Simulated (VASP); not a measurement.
Here is a VASP 6.6.1 calculation.

INCAR

```
ALGO     = Normal         # electronic algorithm
EDIFF    = 1E-7           # SCF threshold, eV
ENCUT    = 520            # plane-wave cutoff, eV
GGA      = PE             # functional
ISIF     = 2              # what is computed and relaxed
ISMEAR   = 0              # smearing method
LASPH    = True           # aspherical terms in the spheres
LCHARG   = False          # write CHGCAR
LREAL    = False          # projectors in reciprocal space
LWAVE    = False          # write WAVECAR
NBANDS   = 16             # bands
NELM     = 60             # most SCF steps
PREC     = Accurate       # precision mode
SIGMA    = 0.05           # smearing width, eV
```

Contents of KPOINTS:

```
k-points
0
Gamma
  6 6 6
```

POSCAR

```
CdS
1.0
    0.0000000000      2.9196678451      2.9196678451
    2.9196678451      0.0000000000      2.9196678451
    2.9196678451      2.9196678451      0.0000000000
Cd S
1 1
Direct
    0.0000000000      0.0000000000      0.0000000000
    0.7500000000      0.7500000000      0.7500000000
```

Potentials or basis: VASP PAW PBE potentials, release 64 (Cd, S).

Launch:

```console
$ cat potpaw_PBE.64/Cd/POTCAR potpaw_PBE.64/S/POTCAR > POTCAR
$ mpirun -np 1 vasp_std > vasp.out
```

(1) What does it give for the pressure?

(2) Predict the band gap on the k mesh.

## Answers

(1) 3.0 GPa.

(2) 1.14 eV, direct.
